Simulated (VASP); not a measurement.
Runs of VASP 6.6.1 on Al. The structure is that of space group P6_3/mmc (No. 194), or close to it. The cells are those of the table. 

```tsv
cell	gap on the mesh (eV)	pressure (GPa)
a = 2.672, b = 2.672, c = 4.989 Å, angles 90.0, 90.0, 120.0°, 2 atoms	none	5.8
a = 2.953, b = 2.953, c = 4.624 Å, angles 90.0, 90.0, 120.0°, 2 atoms	none	-6.4
a = 2.812, b = 2.812, c = 4.745 Å, angles 90.0, 90.0, 120.0°, 2 atoms	none	-1.5
a = 2.672, b = 2.672, c = 4.867 Å, angles 90.0, 90.0, 120.0°, 2 atoms	none	(b)
a = 2.672, b = 2.672, c = 5.110 Å, angles 90.0, 90.0, 120.0°, 2 atoms	none	(a)
```

Alike in all rows: task single point; level r2SCAN; potentials or basis VASP PAW PBE potentials, release 64 (Al); no spin polarisation; k mesh 18 × 18 × 10; cutoff (eV) 520; smearing gaussian 0.15 eV.

**Question.** Estimate the missing entries.

**Answer.** (a) 4.2; (b) 7.8.

Caveats: the PAW data sets were made with another functional, which shifts forces and pressure a little.

A gap of «none» marks levels without a gap at the run's occupations.
